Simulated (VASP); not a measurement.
# Ba2CuSb6F (I4/m) in VASP: single point with PBEsol

Aim: the single point of Ba2CuSb6F with PBEsol.

Everything below comes from runs of VASP 6.6.1. Logs are shortened: lines on timing, memory, paths and dates and some standing lists are left out, and cuts for length are marked.

**1. The cell of the first run**

The structure is tetragonal, space group I4/m (No. 87). The conventional cell has a = 6.611 Å, b = 6.611 Å, c = 10.220 Å, α = 90.00°, β = 90.00°, γ = 90.00°. Cu (site symmetry 4/m) has 6 Sb at 2.37 to 2.87 Å within 3.1 Å. Within 3.0 Å of Sb (site symmetry m) lie 1 F at 2.31 Å and 1 Cu at 2.37 Å. Within 3.0 Å of Sb (site symmetry 4) lie 1 F at 2.24 Å and 1 Cu at 2.87 Å. F (site symmetry 4/m) has 6 Sb at 2.24 to 2.31 Å within 3.0 Å. Ba (site symmetry -4) has 12 Sb at 3.32 to 3.52 Å and 4 F at 4.18 Å and 4 Cu at 4.18 Å within 4.4 Å.

**2. Single point, PBEsol**

The input, INCAR:

```
  PREC = Accurate
  ENCUT = 520
  EDIFF = 1E-6
  ISMEAR = -1
  SIGMA = 0.1
  LREAL = F
  LASPH = T
  NELM = 80
  ALGO = Normal
  ISIF = 2
  LWAVE = F
  LCHARG = F
  GGA = PS
  NBANDS = 45
```

The input, KPOINTS:

```
Automatic mesh
0
Gamma
  6 6 6
```

The input, POSCAR:

```
Ba2CuSb6F
1.0
    0.0000000000      6.6106650000      0.0000000000
    6.6106650000      0.0000000000      0.0000000000
    3.3053320000      3.3053320000     -5.1100420000
Cu Sb F Ba
1 6 1 2
Direct
    0.0000000000      0.0000000000      0.0000000000
    0.2440000000      0.2630000000      0.0000000000
    0.2630000000      0.7560000000      0.0000000000
    0.7560000000      0.7370000000      0.0000000000
    0.7370000000      0.2440000000      0.0000000000
    0.2810000000      0.2810000000      0.4380000000
    0.7190000000      0.7190000000      0.5620000000
    0.5000000000      0.5000000000      0.0000000000
    0.7500000000      0.2500000000      0.5000000000
    0.2500000000      0.7500000000      0.5000000000
```

Potentials or basis: VASP PAW PBE potentials, release 64 (Cu, Sb, F, Ba_sv).

Launch:

```console
$ cat potpaw_PBE.64/Cu/POTCAR potpaw_PBE.64/Sb/POTCAR potpaw_PBE.64/F/POTCAR potpaw_PBE.64/Ba_sv/POTCAR > POTCAR
$ mpirun -np 1 vasp_std > vasp.out
```

OUTCAR:

```text
PREC = Accurate
   ENCUT = 520
   EDIFF = 1E-6
   ISMEAR = -1
   LREAL = F
   LASPH = T
   NELM = 80
   ISIF = 2
   GGA = PS

 ion  position               nearest neighbor table
   1  0.000  0.000  0.000-   2 2.37   3 2.37   4 2.37   5 2.37   7 2.87   6 2.87
   2  0.244  0.263  0.000-   8 2.31   1 2.37   6 3.21   7 3.21   5 3.26   3 3.26   3 3.35   5 3.35
                            10 3.40   9 3.40   9 3.52  10 3.52   6 3.72   7 3.72
   3  0.263  0.756  0.000-   8 2.31   1 2.37   7 3.21   6 3.21   4 3.26   2 3.26   2 3.35   4 3.35
                            10 3.40   9 3.40  10 3.52   9 3.52   6 3.72   7 3.72
   4  0.756  0.737  0.000-   8 2.31   1 2.37   7 3.21   6 3.21   5 3.26   3 3.26   3 3.35   5 3.35
                             9 3.40  10 3.40  10 3.52   9 3.52   7 3.72   6 3.72
   5  0.737  0.244  0.000-   8 2.31   1 2.37   6 3.21   7 3.21   4 3.26   2 3.26   2 3.35   4 3.35
                             9 3.40  10 3.40   9 3.52  10 3.52   7 3.72   6 3.72
   6  0.281  0.281  0.438-   8 2.24   1 2.87   2 3.21   5 3.21   3 3.21   4 3.21   9 3.32  10 3.32
                            10 3.32   9 3.32   2 3.72   3 3.72   5 3.72   4 3.72
   7  0.719  0.719  0.562-   8 2.24   1 2.87   4 3.21   3 3.21   5 3.21   2 3.21  10 3.32   9 3.32
                            10 3.32   9 3.32   4 3.72   5 3.72   3 3.72   2 3.72
   8  0.500  0.500  0.000-   6 2.24   7 2.24   4 2.31   5 2.31   2 2.31   3 2.31
   9  0.750  0.250  0.500-   6 3.32   7 3.32   6 3.32   7 3.32   5 3.40   4 3.40   2 3.40   3 3.40
                             5 3.52   2 3.52   4 3.52   3 3.52  10 4.67  10 4.67  10 4.67  10 4.67
  10  0.250  0.750  0.500-   6 3.32   7 3.32   6 3.32   7 3.32   3 3.40   2 3.40   4 3.40   5 3.40
                             3 3.52   4 3.52   2 3.52   5 3.52   9 4.67   9 4.67   9 4.67   9 4.67

  LATTYP: Found a body centered tetragonal cell.
 ALAT       =     6.6106650000
 C/A-ratio  =     1.5459993813

  Lattice vectors:

 A1 = (  -3.3053320000,   3.3053330000,   5.1100420000)
 A2 = (   3.3053330000,  -3.3053320000,   5.1100420000)
 A3 = (   3.3053320000,   3.3053320000,  -5.1100420000)

Analysis of symmetry for initial positions (statically):
=====================================================================
 Subroutine PRICEL returns:
 Original cell was already a primitive cell.

 Routine SETGRP: Setting up the symmetry group for a
 body centered tetragonal supercell.

 Subroutine GETGRP returns: Found  8 space group operations
 (whereof  8 operations were pure point group operations)
 out of a pool of 16 trial point group operations.

The static configuration has the point symmetry C_4h.

Analysis of symmetry for dynamics (positions and initial velocities):
=====================================================================
 Subroutine PRICEL returns:
 Original cell was already a primitive cell.

 Routine SETGRP: Setting up the symmetry group for a
 body centered tetragonal supercell.

 Subroutine GETGRP returns: Found  8 space group operations
 (whereof  8 operations were pure point group operations)
 out of a pool of 16 trial point group operations.

The dynamic configuration has the point symmetry C_4h.

 Subroutine INISYM returns: Found  8 space group operations
 (whereof  8 operations are pure point group operations),
 and found     1 'primitive' translations

----------------------------------------------------------------------------------------

                                     Primitive cell

  volume of cell :     223.3134

  direct lattice vectors                    reciprocal lattice vectors
     0.000000000  6.610665000  0.000000000     0.000000000  0.151270712  0.097846539
     6.610665000  0.000000000  0.000000000     0.151270712  0.000000000  0.097846539
     3.305332000  3.305332000 -5.110042000     0.000000000  0.000000000 -0.195693108

  length of vectors
     6.610665000  6.610665000  6.925530196     0.180157635  0.180157635  0.195693108

  position of ions in fractional coordinates (direct lattice)
     0.000000000  0.000000000  0.000000000
     0.244000000  0.263000000  0.000000000
     0.263000000  0.756000000  0.000000000
     0.756000000  0.737000000  0.000000000
     0.737000000  0.244000000  0.000000000
     0.281000000  0.281000000  0.438000000
     0.719000000  0.719000000  0.562000000
     0.500000000  0.500000000  0.000000000
     0.750000000  0.250000000  0.500000000
     0.250000000  0.750000000  0.500000000

  ion indices of the primitive-cell ions
   primitive index   ion index
                 1           1
                 2           2
                 3           3
                 4           4
                 5           5
                 6           6
                 7           7
                 8           8
                 9           9
                10          10

----------------------------------------------------------------------------------------

 KPOINTS: Automatic mesh

Automatic generation of k-mesh.
 Grid dimensions read from file:
 generate k-points for:    6    6    6

 Generating k-lattice:

  Cartesian coordinates                     Fractional coordinates (reciprocal lattice)
     0.000000000  0.025211785  0.016307757     0.166666667  0.000000000  0.000000000
     0.025211785  0.000000000  0.016307757     0.000000000  0.166666667  0.000000000
     0.000000000  0.000000000 -0.032615518     0.000000000  0.000000000  0.166666667

  Length of vectors
     0.030026273  0.030026273  0.032615518

  Shift w.r.t. Gamma in fractional coordinates (k-lattice)
     0.000000000  0.000000000  0.000000000

 Subroutine IBZKPT returns following result:
 ===========================================

 Found     36 irreducible k-points:

 Following reciprocal coordinates:
            Coordinates               Weight
  0.000000  0.000000  0.000000      1.000000
  0.166667  0.000000  0.000000      8.000000
  0.333333  0.000000  0.000000      8.000000
  0.500000  0.000000 -0.000000      4.000000
  0.166667  0.166667  0.000000      8.000000
  0.333333  0.166667  0.000000      8.000000
[... 16 lines left out ...]
  0.333333  0.333333  0.166667      8.000000
  0.500000  0.333333  0.166667      8.000000
 [... further k-points ...]
   k-points           NKPTS =     36   k-points in BZ     NKDIM =     36   number of bands    NBANDS=     45
   number of dos      NEDOS =    301   number of ions     NIONS =     10
   total plane-waves  NPLWV = 135000
   dimension x,y,z NGX =    50 NGY =   50 NGZ =   54
   dimension x,y,z NGXF=   100 NGYF=  100 NGZF=  108
   ions per type =               1   6   1   2
   NGX,Y,Z   is equivalent  to a cutoff of  12.57, 12.57, 12.96 a.u.
   NGXF,Y,Z  is equivalent  to a cutoff of  25.15, 25.15, 25.93 a.u.
 SYSTEM =  unknown system
   PREC   = accura    normal or accurate (medium, high low for compatibility)
   ISTART =      0    job   : 0-new  1-cont  2-samecut
   ICHARG =      2    charge: 1-file 2-atom 10-const
   ISPIN  =      1    spin polarized calculation?
   LNONCOLLINEAR =      F non collinear calculations
   LSORBIT =      F    spin-orbit coupling
   LASPH  =      T    aspherical Exc in radial PAW
   ENCUT  =  520.0 eV  38.22 Ry    6.18 a.u.  12.29 12.29 12.88*2*pi/ulx,y,z
   NELM   =     80;   NELMIN=  2; NELMDL= -5     # of ELM steps
   EDIFF  = 0.1E-05   stopping-criterion for ELM
   LREAL  =      F    real-space projection
   EDIFFG = 0.1E-04   stopping-criterion for IOM
   NSW    =      0    number of steps for IOM
   IBRION =     -1    ionic relax: 0-MD 1-quasi-New 2-CG
   NFREE  =      0    steps in history (QN), initial steepest desc. (CG)
   ISIF   =      2    stress and relaxation
   ISYM   =      2    0-nonsym 1-usesym 2-fastsym
   POTIM  = 0.5000    time-step for ionic-motion
   TEBEG  =    0.0;   TEEND  =   0.0 temperature during run
   PSTRESS=    0.0 pullay stress
   NELECT =      68.0000    total number of electrons
   NUPDOWN=      -1.0000    fix difference up-down
   EMIN   =  10.00;   EMAX   =-10.00  energy-range for DOS
   EFERMI =   0.00;   METHOD = LEGACY
   ISMEAR =    -1;   SIGMA  =   0.10  broadening in eV -4-tet -1-fermi 0-gaus
   EFERMI_NEDOS =   21; number of points for ismear=-14 and -15
   IALGO  =     38    algorithm
   IMIX   =      4    mixing-type and parameters
     AMIX     =   0.40;   BMIX     =  1.00
     AMIX_MAG =   1.60;   BMIX_MAG =  1.00
  volume/ion in A,a.u.               =      22.33       150.70
  Fermi-wavevector in a.u.,A,eV,Ry     =   1.101386  2.081318 16.504562  1.213051
  Thomas-Fermi vector in A             =   2.237812
   LORBIT       =      0    0 simple, 1 ext, 2 COOP (PROOUT), +10 PAW based schemes
   GGA     = PS    functional components
   LHFCALC =     F    Hartree Fock is set to
   AEXX    =    0.0000 exact exchange contribution
   IVDW    =     0    specifies the selected vdW correction
   LEPSILON=     F    determine dielectric tensor
   LRPA    =     F    only Hartree local field effects (RPA)
 non-spin polarized calculation
  energy-cutoff  :      520.00
  volume of cell :      223.31
 maximum number of plane-waves:      6043
 NGX is ok and might be reduce to    50
   NGX = 25   NGY = 25   NGZ = 25

 number of electron      67.9999995 magnetization

 Free energy of the ion-electron system (eV)
  ---------------------------------------------------
  ext. energy  EPLUGINS =         0.00000000
  ---------------------------------------------------
  free energy    TOTEN  =       -40.23560198 eV

  energy without entropy =      -40.08550724  energy(sigma->0) =      -40.16055461

 E-fermi :   8.0841     XC(G=0): -10.7778

 val. band max:        8.0795039622   @ k =  -0.1667   0.0000   0.1667
 cond. band min:       8.0993392694   @ k =  -0.1667   0.5000  -0.0000
 fundamental gap:      0.0198353072
 Fermi energy:         8.0841480577

 k-point     1 :       0.0000    0.0000    0.0000
  band No.  band energies     occupation
      1     -19.2378      2.00000
      2     -19.1971      2.00000
      3     -18.7674      2.00000
      4      -4.9312      2.00000
      5      -4.9312      2.00000
      6      -4.8528      2.00000
[... 37 lines left out ...]
     44      11.3023      0.00000
     45      11.7441      0.00000

 k-point     2 :       0.1667    0.0000    0.0000
  band No.  band energies     occupation
      1     -19.2344      2.00000
      2     -19.1995      2.00000
      3     -18.7685      2.00000
      4      -4.9923      2.00000
      5      -4.9290      2.00000
      6      -4.8881      2.00000
[... 37 lines left out ...]
     44      11.3349      0.00000
     45      11.5415      0.00000

 k-point     3 :       0.3333    0.0000    0.0000
  band No.  band energies     occupation
      1     -19.2258      2.00000
      2     -19.2059      2.00000
      3     -18.7709      2.00000
      4      -5.1136      2.00000
      5      -5.0306      2.00000
      6      -4.9297      2.00000
[... 37 lines left out ...]
     44      11.7661      0.00000
     45      11.9714      0.00000

 k-point     4 :       0.5000    0.0000   -0.0000
  band No.  band energies     occupation
      1     -19.2160      2.00000
      2     -19.2145      2.00000
      3     -18.7721      2.00000
      4      -5.1908      2.00000
      5      -5.0681      2.00000
      6      -4.9550      2.00000
[... 901 lines left out ...]
     44      12.0229      0.00000
     45      12.1430      0.00000

 k-point    23 :       0.3333    0.3333    0.1667
  band No.  band energies     occupation
      1     -19.2207      2.00000
      2     -19.2094      2.00000
      3     -18.7725      2.00000
      4      -5.3212      2.00000
      5      -5.2221      2.00000
      6      -5.0229      2.00000
[... 37 lines left out ...]
     44      12.0865      0.00000
     45      12.2953      0.00000

 k-point    24 :       0.5000    0.3333    0.1667
  band No.  band energies     occupation
      1     -19.2148      2.00000
      2     -19.2145      2.00000
      3     -18.7734      2.00000
      4      -5.3883      2.00000
      5      -5.2593      2.00000
      6      -4.9799      2.00000
[... 37 lines left out ...]
     44      12.1171      0.00000
     45      12.1593      0.00000

 [... further k-points ...]

------------------------ aborting loop because EDIFF is reached ----------------------------------------

  FORCE on cell =-STRESS in cart. coord.  units (eV):
  Direction    XX          YY          ZZ          XY          YZ          ZX
  --------------------------------------------------------------------------------------
  -------------------------------------------------------------------------------------
  Total       29.2017592     29.2017592     15.7150156     -0.0000001      0.0000015      0.0000015
  in kB      209.5100351    209.5100351    112.7484627     -0.0000007      0.0000110      0.0000110
  external PRESSURE =     177.2561776 kB  Pullay stress =       0.0000000 kB

 VOLUME and BASIS-vectors are now :
 -----------------------------------------------------------------------------
  energy-cutoff  :      520.00
  volume of cell :      223.31
      direct lattice vectors                 reciprocal lattice vectors
     0.000000000  6.610665000  0.000000000     0.000000000  0.151270712  0.097846539
     6.610665000  0.000000000  0.000000000     0.151270712  0.000000000  0.097846539
     3.305332000  3.305332000 -5.110042000     0.000000000  0.000000000 -0.195693108

 POSITION                                       TOTAL-FORCE (eV/Angst)
 -----------------------------------------------------------------------------------
      0.00000      0.00000      0.00000        -0.000000     -0.000000      0.000000
      1.73860      1.61300      0.00000        -0.300176     -0.138081      0.000000
      4.99766      1.73860      0.00000         0.138081     -0.300176     -0.000000
      4.87206      4.99766      0.00000         0.300176      0.138081     -0.000000
      1.61300      4.87206      0.00000        -0.138081      0.300176      0.000000
      3.30533      3.30533     -2.23820        -0.000000     -0.000000     -2.121801
      6.61066      6.61066     -2.87184         0.000000      0.000000      2.121801
      3.30533      3.30533      0.00000        -0.000000     -0.000000      0.000000
      3.30533      6.61066     -2.55502        -0.000000     -0.000000      0.000000
      6.61066      3.30533     -2.55502        -0.000000     -0.000000      0.000000
 -----------------------------------------------------------------------------------
    total drift:                                0.000000     -0.000000     -0.000000

  FREE ENERGIE OF THE ION-ELECTRON SYSTEM (eV)
  ---------------------------------------------------
  free  energy   TOTEN  =       -40.2356019831 eV

  energy  without entropy=      -40.0855072426  energy(sigma->0) =      -40.16055461
```

Run time: 21 min. Hardware: 1 thread of Intel Xeon 8259CL, shared host; peak memory 0.61 GiB.

What came out:

| Item | Value |
| --- | --- |
| Free energy | -40.2356 eV |
| Pressure | 17.7 GPa |
| Largest force | 2.122 eV/Å |
| Band gap on the k mesh | zero (bands 34 and 35 overlap by 2.19 eV) |

Forces in eV/Å, atoms in the order of the input:
```
Cu   0.000  0.000  0.000
Sb  -0.300 -0.138  0.000
Sb   0.138 -0.300  0.000
Sb   0.300  0.138  0.000
Sb  -0.138  0.300  0.000
Sb   0.000  0.000 -2.122
Sb   0.000  0.000  2.122
F    0.000  0.000  0.000
Ba   0.000  0.000  0.000
Ba   0.000  0.000  0.000
```

Caveat: the stress differs along the axes, from 11 to 21 GPa; the PAW data sets were made with another functional, which shifts forces and pressure a little; spin-orbit coupling is left out, which moves the levels of the heavy elements.
